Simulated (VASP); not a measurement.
# W (P6_3/mmc) in VASP: further runs, part 2 of 2

VASP 6.6.1.

## Step 5: Single point, revPBE (15.99 Å³/atom)

This run uses another cell than the first one, of 15.99 Å³/atom.

File INCAR:

```
SYSTEM = W
  PREC = Accurate
  ENCUT = 520
  EDIFF = 1E-7
  ISMEAR = -1
  SIGMA = 0.1
  LREAL = .False.
  LASPH = .True.
  NELM = 80
  ALGO = Normal
  ISIF = 2
  LWAVE = .False.
  LCHARG = .True.
  GGA = RE
  LELF = .True.
  LVHAR = .True.
  NBANDS = 36
```

File KPOINTS:

```
regular mesh
0
Gamma
  15 15 4
  0 0 0
```

File POSCAR:

```
W
1.0
    2.7560034274      0.0000000000      0.0000000000
   -1.3780017137      2.3867689811      0.0000000000
    0.0000000000      0.0000000000      9.7206183414
W
4
Direct
    0.0000000000      1.0000000000      0.0000000000
    1.0000000000      1.0000000000      0.5000000000
    0.3333333333      0.6666666667      0.2500000000
    0.6666666667      0.3333333333      0.7500000000
```

Potentials or basis: VASP PAW PBE potentials, release 64 (W_sv).

The run is started by

```bash
> cat potpaw_PBE.64/W_sv/POTCAR > POTCAR
> mpirun -np 1 vasp_std > vasp.out
```

OUTCAR:

```text
SYSTEM = W
   PREC = Accurate
   ENCUT = 520
   EDIFF = 1E-7
   ISMEAR = -1
   LREAL = .False.
   LASPH = .True.
   NELM = 80
   ISIF = 2
   GGA = RE

 ion  position               nearest neighbor table
   1  0.000  0.000  0.000-   3 2.90   4 2.90   4 2.90   3 2.90   4 2.90   3 2.90
   2  0.000  0.000  0.500-   3 2.90   4 2.90   4 2.90   3 2.90   4 2.90   3 2.90
   3  0.333  0.667  0.250-   1 2.90   2 2.90   1 2.90   2 2.90   1 2.90   2 2.90
   4  0.667  0.333  0.750-   1 2.90   2 2.90   1 2.90   2 2.90   1 2.90   2 2.90

  LATTYP: Found a hexagonal cell.
 ALAT       =     2.7560034274
 C/A-ratio  =     3.5270704836

  Lattice vectors:

 A1 = (   2.7560034274,   0.0000000000,   0.0000000000)
 A2 = (  -1.3780017137,   2.3867689811,   0.0000000000)
 A3 = (   0.0000000000,   0.0000000000,   9.7206183414)

Analysis of symmetry for initial positions (statically):
=====================================================================
 Subroutine PRICEL returns:
 Original cell was already a primitive cell.

 Routine SETGRP: Setting up the symmetry group for a
 hexagonal supercell.

 Subroutine GETGRP returns: Found 24 space group operations
[... 170 lines left out ...]
 E-fermi :  11.0234     XC(G=0): -13.5387

 val. band max:       11.0190027606   @ k =   0.0667   0.0000   0.0000
 cond. band min:      11.0242569876   @ k =   0.0000   0.0000   0.0000
 fundamental gap:      0.0052542270
 Fermi energy:        11.0233931795

 k-point     1 :       0.0000    0.0000    0.0000
  band No.  band energies     occupation
      1     -62.7310      2.00000
      2     -62.7007      2.00000
      3     -62.6724      2.00000
      4     -62.6418      2.00000
      5     -27.5170      2.00000
      6     -27.0328      2.00000
[... 925 lines left out ...]
     35      15.7478      0.00000
     36      15.9222      0.00000

 [... further k-points ...]

------------------------ aborting loop because EDIFF is reached ----------------------------------------

  FORCE on cell =-STRESS in cart. coord.  units (eV):
  Direction    XX          YY          ZZ          XY          YZ          ZX
  --------------------------------------------------------------------------------------
  -------------------------------------------------------------------------------------
  Total        5.5002940      5.5002940      4.3238961      0.0000000      0.0000000      0.0000000
  in kB      137.8200678    137.8200678    108.3432357      0.0000000      0.0000000      0.0000000
  external PRESSURE =     127.9944571 kB  Pullay stress =       0.0000000 kB

 VOLUME and BASIS-vectors are now :
 -----------------------------------------------------------------------------
  energy-cutoff  :      520.00
  volume of cell :       63.94
      direct lattice vectors                 reciprocal lattice vectors
     2.756003427  0.000000000  0.000000000     0.362844251  0.209488226  0.000000000
    -1.378001714  2.386768981  0.000000000     0.000000000  0.418976452  0.000000000
     0.000000000  0.000000000  9.720618341     0.000000000  0.000000000  0.102874114

 POSITION                                       TOTAL-FORCE (eV/Angst)
 -----------------------------------------------------------------------------------
      0.00000      0.00000      0.00000         0.000000     -0.000000      0.000000
      0.00000      0.00000      4.86031         0.000000     -0.000000      0.000000
     -0.00000      1.59118      2.43015         0.000000     -0.000000      0.000000
      1.37800      0.79559      7.29046        -0.000000      0.000000     -0.000000
 -----------------------------------------------------------------------------------
    total drift:                                0.000000     -0.000000      0.000000

  FREE ENERGIE OF THE ION-ELECTRON SYSTEM (eV)
  ---------------------------------------------------
  free  energy   TOTEN  =       -48.0990864650 eV

  energy  without entropy=      -47.9706273182  energy(sigma->0) =      -48.03485689
```

It took 66 s on 1 thread of Intel Xeon 6975P-C (Granite Rapids), shared host; peak memory 0.26 GiB.

What came out:

| Property | Result |
| --- | --- |
| Free energy | -48.0991 eV |
| Pressure | 12.8 GPa |
| Band gap on the k mesh | zero (bands 28 and 29 overlap by 2.08 eV) |

Levels at points of the mesh, in eV from the Fermi level:
| k point | band 26 | band 27 | band 28 | band 29 | band 30 | band 31 |
| --- | --- | --- | --- | --- | --- | --- |
| (0.00, 0.00, 0.00) | -0.47 | -0.47 | -0.18 | -0.18 | -0.18 | 0.00 |
| (0.00, 0.00, 0.50) | -0.49 | -0.49 | -0.49 | -0.16 | -0.16 | -0.16 |

Caveat: the cell stands under pressure; the PAW data sets were made with another functional, which shifts forces and pressure a little; spin-orbit coupling is left out, which moves the levels of the heavy elements.

## Step 6: Single point, revPBE (16.65 Å³/atom)

File INCAR:

```
SYSTEM = W
ALGO = Normal ; EDIFF = 1E-7
ENCUT = 520 ; GGA = RE
ISIF = 2 ; ISMEAR = -1
LASPH = .TRUE. ; LCHARG = .FALSE.
LREAL = .FALSE. ; LWAVE = .FALSE.
NBANDS = 36 ; NELM = 80
PREC = Accurate ; SIGMA = 0.1
```

File KPOINTS:

```
k-points
0
G
  15 15 4
  0 0 0
```

File POSCAR:

```
W
1.0
    2.7937615910      0.0000000000      0.0000000000
   -1.3968807955      2.4194685099      0.0000000000
    0.0000000000      0.0000000000      9.8537940458
W
4
Direct
    0.0000000000      1.0000000000      0.0000000000
    1.0000000000      1.0000000000      0.5000000000
    0.3333333333      0.6666666667      0.2500000000
    0.6666666667      0.3333333333      0.7500000000
```

Potentials or basis: VASP PAW PBE potentials, release 64 (W_sv).

The run is started by

```bash
> cat potpaw_PBE.64/W_sv/POTCAR > POTCAR
> mpirun -np 1 vasp_std > vasp.out
```

Wall time 74 s (1 thread of Intel Xeon 6975P-C (Granite Rapids), shared host); peak memory 0.29 GiB.

Results (log left out):

```
Free energy            : -48.2070 eV
Pressure               : 0.4 GPa
Band gap on the k mesh : zero (bands 28 and 29 overlap by 1.90 eV)
```

Stress tensor (GPa, compression positive):
```
 0.65  0.00  0.00
 0.00  0.65  0.00
 0.00  0.00 -0.04
```

Levels at points of the mesh, in eV from the Fermi level:
```tsv
k point	band 25	band 26	band 27	band 28	band 29	band 30	band 31	band 32
(0.00, 0.00, 0.00)	-0.55	-0.42	-0.42	-0.27	-0.15	-0.15	0.02	0.02
(0.00, 0.00, 0.50)	-0.44	-0.44	-0.44	-0.44	-0.13	-0.13	-0.13	-0.13
```

Caveat: the PAW data sets were made with another functional, which shifts forces and pressure a little; spin-orbit coupling is left out, which moves the levels of the heavy elements.

## Step 7: Summary

```tsv
cell	k mesh	gap on the mesh (eV)	pressure (GPa)
a = 2.794, b = 2.794, c = 9.854 Å, angles 90.0, 90.0, 120.0°, 4 atoms	13 × 13 × 4	none	0.4
a = 2.677, b = 2.677, c = 9.443 Å, angles 90.0, 90.0, 120.0°, 4 atoms	15 × 15 × 4	none	46.6
a = 2.717, b = 2.717, c = 9.584 Å, angles 90.0, 90.0, 120.0°, 4 atoms	15 × 15 × 4	none	28.0
a = 2.756, b = 2.756, c = 9.721 Å, angles 90.0, 90.0, 120.0°, 4 atoms	15 × 15 × 4	none	12.8
a = 2.794, b = 2.794, c = 9.854 Å, angles 90.0, 90.0, 120.0°, 4 atoms	15 × 15 × 4	none	0.4
```

Alike in all rows: task single point; level revPBE; potentials or basis VASP PAW PBE potentials, release 64 (W_sv); no spin polarisation; cutoff (eV) 520; smearing fermi-dirac 0.1 eV.

Caveats: the PAW data sets were made with another functional, which shifts forces and pressure a little; spin-orbit coupling is left out, which moves the levels of the heavy elements; the stress differs along the axes, from 40 to 50 GPa (at least some runs); the stress differs along the axes, from 24 to 30 GPa (at least some runs); the cell stands under pressure (at least some runs).

Absolute energies hang on the potentials; compare differences alone.

The gap in the log of VASP goes by the Fermi energy; the results here count the filled bands.